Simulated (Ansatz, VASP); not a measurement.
# TiTe2: VASP beside Ansatz

File INCAR:

```
SYSTEM = TiTe2
PREC = Accurate
ENCUT = 520
EDIFF = 1E-6
ISMEAR = 0
SIGMA = 0.15
LREAL = .False.
LASPH = .True.
NELM = 60
ALGO = Normal
ISIF = 2
LWAVE = .False.
LCHARG = .True.
GGA = PE
LELF = .True.
LVHAR = .True.
NBANDS = 19
```

Contents of KPOINTS:

```
regular mesh
0
Gamma
  12 12 8
  0 0 0
```

The input POSCAR:

```
TiTe2
1.0
    3.5881508432      0.0000000000      0.0000000000
   -1.7940754216      3.1074297828      0.0000000000
    0.0000000000      0.0000000000      6.1731000000
Ti Te
1 2
Direct
    0.0000000000      0.0000000000      0.0000000000
    0.6666666667      0.3333333333      0.2628000000
    0.3333333333      0.6666666667      0.7372000000
```

Input for Ansatz:

```yaml
crystal:
  lattice:
    - [3.5881508432, 0.0, 0.0]
    - [-1.7940754216, 3.1074297828, 0.0]
    - [0.0, 0.0, 6.1731]
  atoms:
    - { symbol: Ti, position: [0.0, 0.0, 0.0] }
    - { symbol: Te, position: [0.6666666667, 0.3333333333, 0.2628] }
    - { symbol: Te, position: [0.3333333333, 0.6666666667, 0.7372] }
basis:
  ecutwfc: 420
kpoints:
  mp_grid: { grid: [12, 12, 8] }
hamiltonian:
  xc: pbe
scf:
  occupations: { method: gaussian, width: 0.15 }
output:
  forces: true
  stress: true
  eigenvalues: true
```

Change from the starting cell: strain -0.050 along x and y, -0.050 along z, atoms carried along.

Alike in both runs: task single point; functional PBE; k mesh 12 × 12 × 8; occupations gaussian, width 0.15 eV; no spin polarisation.

|  | VASP | Ansatz |
| --- | --- | --- |
| version | VASP 6.6.1 | Ansatz 0.2.0 |
| potentials or method | VASP PAW PBE potentials, release 64 (Ti_sv, Te), cutoff 520 eV | scalar-relativistic, plane waves, PAW |
| valence electrons in the cell | 24 | 44 |

|  | VASP | Ansatz | Ansatz less VASP |
| --- | --- | --- | --- |
| gap on the k mesh at the Fermi level (eV) | none | none | - |
| pressure (GPa) | 14.6 | 14.7 | +0.10 |
| traceless stress, the component that is largest in VASP (GPa) | 1.60 | 1.61 | +0.009 |
| rms of the force components (eV/Å) | 0.764 | 0.761 | -0.0031 |

Atom by atom the forces differ by 0.003 eV/Å (rms over components). A gap of «none» marks a metal or a gap that the smearing closes. VASP's potentials hold 24 valence electrons a cell and Ansatz's 44, so a difference there can come from the potentials and not from the codes.

Neither program's run includes spin-orbit coupling.
